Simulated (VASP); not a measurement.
# Rb (Cmcm) in VASP: notebook

Runs on Rb. Level: PBE+D3(BJ). Tasks: single point.

All numbers are computed with VASP 6.6.1; they aren't measurements. Logs are shortened: lines on timing, memory, paths and dates and some standing lists are left out, and cuts for length are marked.

### 1 The cell of the first run

Symmetry: Cmcm, No. 63, orthorhombic system. The conventional cell has a = 4.975 Å, b = 8.707 Å, c = 8.592 Å, α = 90.00°, β = 90.00°, γ = 90.00°.

### 2 Single point, PBE+D3(BJ)

INCAR

```
SYSTEM = Rb
  PREC = Accurate
  ENCUT = 520
  EDIFF = 1E-6
  ISMEAR = 0
  SIGMA = 0.15
  LREAL = .False.
  LASPH = .True.
  NELM = 100
  ALGO = Normal
  ISIF = 2
  LWAVE = .False.
  LCHARG = .False.
  GGA = PE
  IVDW = 12
  NBANDS = 16
```

KPOINTS

```
regular mesh
0
Gamma
  12 12 6
  0 0 0
```

POSCAR

```
Rb
1.0
    2.4875158427     -4.3533887312      0.0000000000
    2.4875158427      4.3533887312      0.0000000000
    0.0000000000      0.0000000000      8.5922005166
Rb
2
Direct
    0.8359965595      0.1640034405      0.7500000000
    0.1640034405      0.8359965595      0.2500000000
```

Potentials or basis: VASP PAW PBE potentials, release 64 (Rb_sv).

Run with:

```bash
cat potpaw_PBE.64/Rb_sv/POTCAR > POTCAR
mpirun -np 1 vasp_std > vasp.out
```

OUTCAR:

```text
SYSTEM = Rb
   PREC = Accurate
   ENCUT = 520
   EDIFF = 1E-6
   ISMEAR = 0
   LREAL = .False.
   LASPH = .True.
   NELM = 100
   ISIF = 2
   GGA = PE
   IVDW = 12
 IVDW          = 12

 ion  position               nearest neighbor table
   1  0.836  0.164  0.750-   2 5.16   2 5.16   2 5.19   2 5.19   2 5.19   2 5.19
   2  0.164  0.836  0.250-   1 5.16   1 5.16   1 5.19   1 5.19   1 5.19   1 5.19

  LATTYP: Found a base centered orthorhombic cell.
 ALAT       =     4.9750316854
 B/A-ratio  =     1.7500948764
 C/A-ratio  =     1.7270644812

  Lattice vectors:

 A1 = (   2.4875158427,  -4.3533887312,   0.0000000000)
 A2 = (   2.4875158427,   4.3533887312,   0.0000000000)
 A3 = (   0.0000000000,   0.0000000000,   8.5922005166)

Analysis of symmetry for initial positions (statically):
=====================================================================
 Subroutine PRICEL returns:
 Original cell was already a primitive cell.

 Routine SETGRP: Setting up the symmetry group for a
 base centered orthorhombic supercell.

 Subroutine GETGRP returns: Found  8 space group operations
 (whereof  4 operations were pure point group operations)
 out of a pool of  8 trial point group operations.

The static configuration has the point symmetry C_2h.
 The point group associated with its full space group is D_2h.

Analysis of symmetry for dynamics (positions and initial velocities):
=====================================================================
 Subroutine PRICEL returns:
 Original cell was already a primitive cell.

 Routine SETGRP: Setting up the symmetry group for a
 base centered orthorhombic supercell.

 Subroutine GETGRP returns: Found  8 space group operations
 (whereof  4 operations were pure point group operations)
 out of a pool of  8 trial point group operations.

The dynamic configuration has the point symmetry C_2h.
 The point group associated with its full space group is D_2h.

 Subroutine INISYM returns: Found  8 space group operations
 (whereof  4 operations are pure point group operations),
 and found     1 'primitive' translations

----------------------------------------------------------------------------------------

                                     Primitive cell

  volume of cell :     186.0920

  direct lattice vectors                    reciprocal lattice vectors
     2.487515843 -4.353388731  0.000000000     0.201003745 -0.114853056  0.000000000
     2.487515843  4.353388731  0.000000000     0.201003745  0.114853056  0.000000000
     0.000000000  0.000000000  8.592200517     0.000000000  0.000000000  0.116384621

  length of vectors
     5.013953382  5.013953382  8.592200517     0.231503196  0.231503196  0.116384621

  position of ions in fractional coordinates (direct lattice)
     0.835996560  0.164003440  0.750000000
     0.164003440  0.835996560  0.250000000

  ion indices of the primitive-cell ions
   primitive index   ion index
                 1           1
                 2           2

----------------------------------------------------------------------------------------

 KPOINTS: regular mesh

Automatic generation of k-mesh.
 Grid dimensions read from file:
 generate k-points for:   12   12    6

 Generating k-lattice:

  Cartesian coordinates                     Fractional coordinates (reciprocal lattice)
     0.016750312 -0.009571088  0.000000000     0.083333333  0.000000000  0.000000000
     0.016750312  0.009571088  0.000000000     0.000000000  0.083333333  0.000000000
     0.000000000  0.000000000  0.019397437     0.000000000  0.000000000  0.166666667

  Length of vectors
     0.019291933  0.019291933  0.019397437

  Shift w.r.t. Gamma in fractional coordinates (k-lattice)
     0.000000000  0.000000000  0.000000000

 Subroutine IBZKPT returns following result:
 ===========================================

 Found    172 irreducible k-points:

 Following reciprocal coordinates:
            Coordinates               Weight
  0.000000  0.000000  0.000000      1.000000
  0.083333  0.000000  0.000000      4.000000
  0.166667  0.000000  0.000000      4.000000
  0.250000  0.000000  0.000000      4.000000
  0.333333 -0.000000  0.000000      4.000000
  0.416667  0.000000  0.000000      4.000000
[... 16 lines left out ...]
  0.500000  0.166667  0.000000      4.000000
 -0.416667  0.166667  0.000000      4.000000
 [... further k-points ...]
   k-points           NKPTS =    172   k-points in BZ     NKDIM =    172   number of bands    NBANDS=     16
   number of dos      NEDOS =    301   number of ions     NIONS =      2
   total plane-waves  NPLWV = 102400
   dimension x,y,z NGX =    40 NGY =   40 NGZ =   64
   dimension x,y,z NGXF=    80 NGYF=   80 NGZF=  128
   ions per type =               2
   NGX,Y,Z   is equivalent  to a cutoff of  13.26, 13.26, 12.38 a.u.
   NGXF,Y,Z  is equivalent  to a cutoff of  26.53, 26.53, 24.77 a.u.
 SYSTEM =  Rb
   PREC   = accura    normal or accurate (medium, high low for compatibility)
   ISTART =      0    job   : 0-new  1-cont  2-samecut
   ICHARG =      2    charge: 1-file 2-atom 10-const
   ISPIN  =      1    spin polarized calculation?
   LNONCOLLINEAR =      F non collinear calculations
   LSORBIT =      F    spin-orbit coupling
   LASPH  =      T    aspherical Exc in radial PAW
   ENCUT  =  520.0 eV  38.22 Ry    6.18 a.u.   9.32  9.32 15.98*2*pi/ulx,y,z
   NELM   =    100;   NELMIN=  2; NELMDL= -5     # of ELM steps
   EDIFF  = 0.1E-05   stopping-criterion for ELM
   LREAL  =      F    real-space projection
   EDIFFG = 0.1E-04   stopping-criterion for IOM
   NSW    =      0    number of steps for IOM
   IBRION =     -1    ionic relax: 0-MD 1-quasi-New 2-CG
   NFREE  =      0    steps in history (QN), initial steepest desc. (CG)
   ISIF   =      2    stress and relaxation
   ISYM   =      2    0-nonsym 1-usesym 2-fastsym
   POTIM  = 0.5000    time-step for ionic-motion
   TEBEG  =    0.0;   TEEND  =   0.0 temperature during run
   PSTRESS=    0.0 pullay stress
   NELECT =      18.0000    total number of electrons
   NUPDOWN=      -1.0000    fix difference up-down
   EMIN   =  10.00;   EMAX   =-10.00  energy-range for DOS
   EFERMI =   0.00;   METHOD = LEGACY
   ISMEAR =     0;   SIGMA  =   0.15  broadening in eV -4-tet -1-fermi 0-gaus
   EFERMI_NEDOS =   21; number of points for ismear=-14 and -15
   IALGO  =     38    algorithm
   IMIX   =      4    mixing-type and parameters
     AMIX     =   0.40;   BMIX     =  1.00
     AMIX_MAG =   1.60;   BMIX_MAG =  1.00
  volume/ion in A,a.u.               =      93.05       627.91
  Fermi-wavevector in a.u.,A,eV,Ry     =   0.751490  1.420110  7.683713  0.564737
  Thomas-Fermi vector in A             =   1.848483
   LORBIT       =      0    0 simple, 1 ext, 2 COOP (PROOUT), +10 PAW based schemes
   GGA     = PE    functional components
   LHFCALC =     F    Hartree Fock is set to
   AEXX    =    0.0000 exact exchange contribution
   IVDW    =    12    specifies the selected vdW correction
   LEPSILON=     F    determine dielectric tensor
   LRPA    =     F    only Hartree local field effects (RPA)
 non-spin polarized calculation
 Gauss-broadening in eV      SIGMA  =   0.15
  energy-cutoff  :      520.00
  volume of cell :      186.09
 maximum number of plane-waves:      5063
 NGX is ok and might be reduce to    40
   NGX = 19   NGY = 19   NGZ = 31

 number of electron      18.0000000 magnetization

 Free energy of the ion-electron system (eV)
  ---------------------------------------------------
  ext. energy  EPLUGINS =         0.00000000
  ---------------------------------------------------
  free energy    TOTEN  =        -1.88046341 eV

  energy without entropy =       -1.85981280  energy(sigma->0) =       -1.87013810

 E-fermi :  -0.0448     XC(G=0):  -5.4119

 val. band max:       -0.0491116597   @ k =   0.5000   0.4167   0.1667
 cond. band min:      -0.0421663206   @ k =   0.2500   0.2500   0.3333
 fundamental gap:      0.0069453391
 Fermi energy:        -0.0448271779

 k-point     1 :       0.0000    0.0000    0.0000
  band No.  band energies     occupation
      1     -28.9481      2.00000
      2     -28.9455      2.00000
      3     -13.0716      2.00000
      4     -13.0015      2.00000
      5     -12.9999      2.00000
      6     -12.9959      2.00000
[... 8 lines left out ...]
     15       3.8242      0.00000
     16       3.8725      0.00000

 k-point     2 :       0.0833    0.0000    0.0000
  band No.  band energies     occupation
      1     -28.9479      2.00000
      2     -28.9454      2.00000
      3     -13.0697      2.00000
      4     -13.0058      2.00000
      5     -13.0026      2.00000
      6     -12.9971      2.00000
[... 8 lines left out ...]
     15       3.6433      0.00000
     16       3.9130      0.00000

 k-point     3 :       0.1667    0.0000    0.0000
  band No.  band energies     occupation
      1     -28.9472      2.00000
      2     -28.9449      2.00000
      3     -13.0643      2.00000
      4     -13.0203      2.00000
      5     -13.0119      2.00000
      6     -13.0069      2.00000
[... 8 lines left out ...]
     15       3.6783      0.00000
     16       3.6866      0.00000

 k-point     4 :       0.2500    0.0000    0.0000
  band No.  band energies     occupation
      1     -28.9463      2.00000
      2     -28.9444      2.00000
      3     -13.0564      2.00000
      4     -13.0404      2.00000
      5     -13.0316      2.00000
      6     -13.0125      2.00000
[... 8 lines left out ...]
     15       3.7944      0.00000
     16       3.8632      0.00000
[... 324 lines left out ...]
 k-point    22 :       0.4167    0.1667    0.0000
  band No.  band energies     occupation
      1     -28.9441      2.00000
      2     -28.9434      2.00000
      3     -13.0743      2.00000
      4     -13.0636      2.00000
      5     -13.0345      2.00000
      6     -13.0316      2.00000
[... 8 lines left out ...]
     15       2.8590      0.00000
     16       3.3282      0.00000

 k-point    23 :       0.5000    0.1667    0.0000
  band No.  band energies     occupation
      1     -28.9444      2.00000
      2     -28.9435      2.00000
      3     -13.0695      2.00000
      4     -13.0602      2.00000
      5     -13.0354      2.00000
      6     -13.0321      2.00000
[... 8 lines left out ...]
     15       2.8886      0.00000
     16       3.4752      0.00000

 k-point    24 :      -0.4167    0.1667    0.0000
  band No.  band energies     occupation
      1     -28.9451      2.00000
      2     -28.9438      2.00000
      3     -13.0577      2.00000
      4     -13.0527      2.00000
      5     -13.0434      2.00000
      6     -13.0246      2.00000
[... 8 lines left out ...]
     15       3.0027      0.00000
     16       3.7517      0.00000

 [... further k-points ...]

------------------------ aborting loop because EDIFF is reached ----------------------------------------

 Edisp (eV)   -0.19820

 E8    (eV) :    -0.1137

  FORCE on cell =-STRESS in cart. coord.  units (eV):
  Direction    XX          YY          ZZ          XY          YZ          ZX
  --------------------------------------------------------------------------------------
  -------------------------------------------------------------------------------------
  Total      -0.15107    -0.16994    -0.40756     0.00000    -0.00000     0.00000
  in kB      -1.30068    -1.46310    -3.50891     0.00000    -0.00000     0.00000
  external pressure =       -2.09 kB  Pullay stress =        0.00 kB

 VOLUME and BASIS-vectors are now :
 -----------------------------------------------------------------------------
  energy-cutoff  :      520.00
  volume of cell :      186.09
      direct lattice vectors                 reciprocal lattice vectors
     2.487515843 -4.353388731  0.000000000     0.201003745 -0.114853056  0.000000000
     2.487515843  4.353388731  0.000000000     0.201003745  0.114853056  0.000000000
     0.000000000  0.000000000  8.592200517     0.000000000  0.000000000  0.116384621

 POSITION                                       TOTAL-FORCE (eV/Angst)
 -----------------------------------------------------------------------------------
      2.48752     -2.92545      6.44415         0.000000      0.000432      0.000000
      2.48752      2.92545      2.14805         0.000000     -0.000432      0.000000
 -----------------------------------------------------------------------------------
    total drift:                               -0.000000     -0.000000      0.000000

  FREE ENERGIE OF THE ION-ELECTRON SYSTEM (eV)
  ---------------------------------------------------
  free  energy   TOTEN  =        -2.0786665889 eV

  energy  without entropy=       -2.0580159787  energy(sigma->0) =       -2.06834128
```

Wall time 3 min (1 thread of AMD EPYC 9R45 (Zen 5), shared host); peak memory 0.56 GiB.

What came out:

| Item | Value |
| --- | --- |
| Free energy | -2.0787 eV |
| Pressure | -0.2 GPa |
| Band gap on the k mesh | zero (band 9 reaches 1.06 eV, above the bottom of band 10 at -1.37 eV) |
| Dispersion energy per atom | -0.099 eV |

Levels at points of the mesh, in eV from the Fermi level:
| k point | band 5 | band 6 | band 7 | band 8 | band 9 | band 10 | band 11 | band 12 | band 13 | band 14 |
| --- | --- | --- | --- | --- | --- | --- | --- | --- | --- | --- |
| (0.00, 0.00, 0.00) | -12.96 | -12.95 | -12.95 | -12.95 | -1.94 | 0.01 | 0.52 | 3.32 | 3.50 | 3.60 |
| (0.50, 0.00, 0.00) | -12.99 | -12.98 | -12.97 | -12.96 | 0.12 | 0.38 | 1.27 | 1.57 | 2.00 | 2.36 |
| (0.50, 0.50, 0.00) | -12.99 | -12.98 | -12.97 | -12.96 | 0.10 | 0.34 | 1.28 | 1.59 | 1.93 | 2.32 |
| (0.00, 0.00, 0.50) | -12.95 | -12.95 | -12.95 | -12.95 | -1.32 | -1.32 | 2.12 | 2.12 | 3.57 | 3.57 |
| (0.50, 0.00, 0.50) | -12.97 | -12.97 | -12.97 | -12.97 | 0.45 | 0.45 | 0.93 | 0.93 | 2.47 | 2.47 |
| (0.50, 0.50, 0.50) | -12.97 | -12.97 | -12.97 | -12.97 | 0.42 | 0.42 | 0.91 | 0.91 | 2.46 | 2.46 |

Caveat: pairwise dispersion overbinds metals, which lowers pressure and volume.

### 3 Single point, PBE+D3(BJ)

This run uses another cell than the first one, of 79.26 Å³/atom, 0.852 times its volume.

INCAR

```
SYSTEM = Rb
  ALGO = Normal
  EDIFF = 1E-6
  ENCUT = 520
  GGA = PE
  ISIF = 2
  ISMEAR = 0
  IVDW = 12
  LASPH = .True.
  LCHARG = .False.
  LREAL = .False.
  LWAVE = .False.
  NBANDS = 16
  NELM = 100
  PREC = Accurate
  SIGMA = 0.15
```

KPOINTS

```
k-points
0
Gamma
  12 12 6
  0 0 0
```

POSCAR

```
Rb
1.0
    2.4061975185     -4.2110739487      0.0000000000
    2.4061975185      4.2110739487      0.0000000000
    0.0000000000      0.0000000000      7.8224155651
Rb
2
Direct
    0.8359965595      0.1640034405      0.7500000000
    0.1640034405      0.8359965595      0.2500000000
```

Potentials or basis: VASP PAW PBE potentials, release 64 (Rb_sv).

Run with:

```bash
cat potpaw_PBE.64/Rb_sv/POTCAR > POTCAR
mpirun -np 1 vasp_std > vasp.out
```

It took 2.6 min on 1 thread of AMD EPYC 9R45 (Zen 5), shared host; peak memory 0.47 GiB.

It converged, with:

| Property | Result |
| --- | --- |
| Free energy | -2.0815 eV |
| Pressure | 0.3 GPa |
| Band gap on the k mesh | zero (band 9 reaches 1.40 eV, above the bottom of band 10 at -1.05 eV) |
| Dispersion energy per atom | -0.116 eV |

Levels at points of the mesh, in eV from the Fermi level:
```csv
k point,band 7,band 8,band 9,band 10,band 11,band 12
"(0.00, 0.00, 0.00)",-12.86,-12.86,-2.16,0.13,0.79,3.51
"(0.50, 0.00, 0.00)",-12.89,-12.88,0.04,0.35,1.25,1.53
"(0.50, 0.50, 0.00)",-12.90,-12.88,0.02,0.31,1.27,1.55
"(0.00, 0.00, 0.50)",-12.87,-12.87,-1.39,-1.39,2.43,2.43
"(0.50, 0.00, 0.50)",-12.89,-12.89,0.38,0.38,1.03,1.03
"(0.50, 0.50, 0.50)",-12.89,-12.89,0.35,0.35,1.01,1.01
```

Caveat: pairwise dispersion overbinds metals, which lowers pressure and volume.
